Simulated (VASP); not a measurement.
Input of a VASP 6.6.1 run:

File INCAR:

```
  PREC = Accurate
  ENCUT = 520
  EDIFF = 1E-6
  ISMEAR = 0
  SIGMA = 0.1
  LREAL = F
  LASPH = T
  NELM = 80
  ALGO = Normal
  ISIF = 2
  LWAVE = F
  LCHARG = F
  NBANDS = 42
```

The input KPOINTS:

```
Automatic mesh
0
Gamma
  3 3 3
```

Contents of POSCAR:

```
Li2ZnSn
1.0
    5.7535360000      0.2428500000     -0.8103210000
   -0.4191730000      5.6219050000     -0.0439580000
   -0.0016510000     -1.2202940000      4.6604990000
Li Sn Zn
4 2 2
Direct
    0.1814783901      0.5377281720      0.8027374763
    0.5265269983      0.4265383847      0.5249336301
    0.0456825793      0.7008665805      0.3289021726
    0.7628038505      0.8383083605      0.9201601240
    0.3442979682      0.0610722529      0.7746306754
    0.8625310594      0.1117459738      0.5757759330
    0.1344290521      0.2333772135      0.2301417680
    0.4488976839      0.8903383094      0.2393728035
```

Potentials or basis: VASP PAW LDA potentials, release 64 (Li_sv, Sn_d, Zn).

The run is started by

```bash
$ cat potpaw_LDA.64/Li_sv/POTCAR potpaw_LDA.64/Sn_d/POTCAR potpaw_LDA.64/Zn/POTCAR > POTCAR
$ mpirun -np 1 vasp_std > vasp.out
```

**Question.** Predict the largest force.

**Answer.** 0.782 eV/Å.

**Question.** What does it give for the band gap on the k mesh?

**Answer.** Zero (band 32 reaches 4.05 eV, above the bottom of band 33 at 3.65 eV).

Forces in eV/Å, atoms in the order of the input:
```
Li  -0.015 -0.091  0.203
Li   0.190  0.285 -0.422
Li  -0.009 -0.207  0.107
Li   0.060  0.064  0.140
Sn   0.671  0.041 -0.400
Sn  -0.635  0.363 -0.023
Zn  -0.176 -0.122  0.085
Zn  -0.086 -0.333  0.310
```

Caveat: the k points lie up to 0.46 Å⁻¹ apart; spin-orbit coupling is left out, which moves the levels of the heavy elements.
